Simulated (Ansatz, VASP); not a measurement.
**One calculation of Mn3Si, two programs**

INCAR

```
PREC = Accurate ; ENCUT = 520
EDIFF = 1E-7 ; ISMEAR = 0
SIGMA = 0.05 ; LREAL = F
LASPH = T ; NELM = 150
ALGO = Fast ; ISIF = 2
LWAVE = F ; LCHARG = T
ISPIN = 2 ; MAGMOM = 2.57 -0.83 -0.83 0.04
LORBIT = 11 ; LMAXMIX = 4
GGA = PS ; LELF = T
LVHAR = T ; NBANDS = 34
```

File KPOINTS:

```
regular mesh
0
Gamma
  10 10 10
```

File POSCAR:

```
Mn3Si
1.0
    0.0000000000      2.8610000000      2.8610000000
    2.8610000000      0.0000000000      2.8610000000
    2.8610000000      2.8610000000      0.0000000000
Mn Si
3 1
Direct
    0.5000000000      0.5000000000      0.5000000000
    0.2500000000      0.2500000000      0.2500000000
    0.7500000000      0.7500000000      0.7500000000
   -0.0174764069      0.0174764069      0.0174764069
```

Input for Ansatz:

```yaml
crystal:
  lattice:
    - [0.0, 2.861, 2.861]
    - [2.861, 0.0, 2.861]
    - [2.861, 2.861, 0.0]
  atoms:
    - { symbol: Mn, position: [0.5, 0.5, 0.5], spin: 2.57 }
    - { symbol: Mn, position: [0.25, 0.25, 0.25], spin: -0.83 }
    - { symbol: Mn, position: [0.75, 0.75, 0.75], spin: -0.83 }
    - { symbol: Si, position: [-0.0174764069, 0.0174764069, 0.0174764069], spin: 0.04 }
magnetization:
  spin_polarized: true
basis:
  ecutwfc: 420
  fft_grid_basis: typed
kpoints:
  mp_grid: { grid: [10, 10, 10] }
hamiltonian:
  xc: pbesol
  pseudopotentials: { kind: paw }
scf:
  occupations: { method: gaussian, width: 0.05 }
output:
  forces: true
  stress: true
  eigenvalues: true
  bader: true
  write_density: true
  volumetric_format: npy
  populations: true
```

Alike in both runs: task single point; functional PBEsol; k mesh 10 × 10 × 10; occupations gaussian, width 0.05 eV; collinear spin.

```csv
,VASP,Ansatz
version,VASP 6.6.1,Ansatz 0.2.0
potentials or method,"VASP PAW PBE potentials, release 64 (Mn_pv, Si), cutoff 520 eV","scalar-relativistic, plane waves, PAW"
valence electrons in the cell,43,49
```

Ansatz gave:

* gap on the k mesh at the Fermi level (eV): none
* pressure (GPa): -15.3
* traceless stress, the component that is largest in VASP (GPa): -0.13
* rms of the force components (eV/Å): 0.283
* net moment per atom (μB): 0.25
* size of the moment on the site where the two differ most (μB): 2.57

Which values does VASP return?

gap on the k mesh at the Fermi level (eV): none; pressure (GPa): -15.1; traceless stress, the component that is largest in VASP (GPa): -0.13; rms of the force components (eV/Å): 0.285; net moment per atom (μB): 0.25; size of the moment on the site where the two differ most (μB): 2.65.

VASP's potentials were made for PBE, not for PBEsol. Site moments also hang on the region over which each program counts them. Atom by atom the forces differ by 0.002 eV/Å (rms over components). A gap of «none» marks a metal or a gap that the smearing closes. VASP's potentials hold 43 valence electrons a cell and Ansatz's 49, so a difference there can come from the potentials and not from the codes.
